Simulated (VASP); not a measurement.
Input of a VASP 6.6.1 run:

POSCAR

```
KBr
1.0
    0.0000000000      3.3024387157      3.3024387157
    3.3024387157      0.0000000000      3.3024387157
    3.3024387157      3.3024387157      0.0000000000
K Br
1 1
Direct
    0.0000000000      0.0000000000      0.0000000000
    0.5000000000      0.5000000000      0.5000000000
```

INCAR.step1

```
PREC     = Accurate       # precision mode
ENCUT    = 520            # plane-wave cutoff, eV
ISMEAR   = 0              # smearing method
SIGMA    = 0.01           # smearing width, eV
LREAL    = False          # projectors in reciprocal space
LASPH    = True           # aspherical terms in the spheres
NELM     = 80             # most SCF steps
NBANDS   = 15             # bands
GGA      = PE             # functional
ALGO     = Normal         # electronic algorithm
EDIFF    = 1E-4           # SCF threshold, eV
LWAVE    = True           # write WAVECAR
LCHARG   = False          # write CHGCAR
```

The input INCAR.step2:

```
PREC     = Accurate       # precision mode
ENCUT    = 520            # plane-wave cutoff, eV
EDIFF    = 1E-6           # SCF threshold, eV
ISMEAR   = 0              # smearing method
SIGMA    = 0.01           # smearing width, eV
LREAL    = False          # projectors in reciprocal space
LASPH    = True           # aspherical terms in the spheres
NELM     = 80             # most SCF steps
ALGO     = Normal         # electronic algorithm
ISIF     = 2              # what is computed and relaxed
LWAVE    = False          # write WAVECAR
LCHARG   = False          # write CHGCAR
METAGGA  = R2SCAN         # meta-GGA
LMIXTAU  = True         
NBANDS   = 15             # bands
ISTART   = 1
```

KPOINTS

```
Automatic mesh
0
Gamma
  4 4 4
```

Potentials or basis: VASP PAW PBE potentials, release 64 (K_sv, Br).

Command:

```console
$ cat potpaw_PBE.64/K_sv/POTCAR potpaw_PBE.64/Br/POTCAR > POTCAR
$ cp INCAR.step1 INCAR
$ mpirun -np 1 vasp_std > vasp.out
$ cp INCAR.step2 INCAR
$ mpirun -np 1 vasp_std > vasp.out
```

Task: Predict the pressure.

Result: 0.0 GPa.

Task: Predict the band gap on the k mesh.

Result: 5.07 eV.

Caveat: the PAW data sets were made with another functional, which shifts forces and pressure a little. r2SCAN opens gaps a little over a GGA but as a rule still falls short of measured ones.
